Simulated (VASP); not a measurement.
Here is a VASP 6.6.1 calculation.

The input POSCAR:

```
NaCl
1.0
    0.0000000000      2.8026988303      2.9700199505
    2.8026988303      0.0000000000      2.9700199505
    2.8026988303      2.8026988303      0.0000000000
Na Cl
1 1
Direct
    0.0000000000      0.0000000000      0.0000000000
    0.5000000000      0.5000000000      0.5000000000
```

INCAR.step1

```
SYSTEM = NaCl
  PREC = Accurate
  ENCUT = 520
  ISMEAR = 0
  SIGMA = 0.01
  LREAL = .False.
  LASPH = .True.
  NELM = 100
  NBANDS = 14
  GGA = PE
  ALGO = Normal
  EDIFF = 1E-4
  LWAVE = .True.
  LCHARG = .False.
```

INCAR.step2

```
SYSTEM = NaCl
  PREC = Accurate
  ENCUT = 520
  EDIFF = 1E-7
  ISMEAR = 0
  SIGMA = 0.01
  LREAL = .False.
  LASPH = .True.
  NELM = 100
  ALGO = Normal
  ISIF = 2
  LWAVE = .False.
  LCHARG = .False.
  METAGGA = R2SCAN
  LMIXTAU = .True.
  NBANDS = 14
  ISTART = 1
```

The input KPOINTS:

```
Automatic mesh
0
Gamma
  8 8 8
  0 0 0
```

Potentials or basis: VASP PAW PBE potentials, release 64 (Na_pv, Cl).

Launch:

```sh
$ cat potpaw_PBE.64/Na_pv/POTCAR potpaw_PBE.64/Cl/POTCAR > POTCAR
$ cp INCAR.step1 INCAR
$ mpirun -np 1 vasp_std > vasp.out
$ cp INCAR.step2 INCAR
$ mpirun -np 1 vasp_std > vasp.out
```

(1) Estimate the pressure.

(2) What does it give for the band gap on the k mesh?

Answers

(1) -1.4 GPa.

(2) 5.74 eV.

Caveat: the cell differs from its parent crystal (uniaxial z strain +6.0%); the PAW data sets were made with another functional, which shifts forces and pressure a little.
